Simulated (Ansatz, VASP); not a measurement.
# One calculation of MoS4, two programs

```xyz
5
Lattice="3.1210 0.0000 0.0000 -1.5605 2.7029 0.0000 0.0000 0.0000 23.9514" Properties=species:S:1:pos:R:3 pbc="T T T"
S     1.5605    0.9010    7.5000
S     0.0000    0.0000   10.3750
S     0.0000    1.8019   13.5764
S     1.5605    0.9010   16.4514
Mo    1.5605    0.9010   11.9757
```

Alike in both runs: task single point; functional PBEsol; k mesh 12 × 12 × 1; occupations gaussian, width 0.1 eV; no spin polarisation.

```csv
,VASP,Ansatz
version,VASP 6.6.1,Ansatz 0.2.0
potentials or method,"VASP PAW PBE potentials, release 64 (S, Mo_sv), cutoff 520 eV","scalar-relativistic, plane waves, PAW"
valence electrons in the cell,38,38
```

|  | VASP | Ansatz | Ansatz less VASP |
| --- | --- | --- | --- |
| gap on the k mesh at the Fermi level (eV) | none | none | - |
| rms of the force components (eV/Å) | 0.028 | 0.030 | +0.0018 |

VASP's potentials were made for PBE, not for PBEsol. A gap of «none» marks a metal or a gap that the smearing closes.
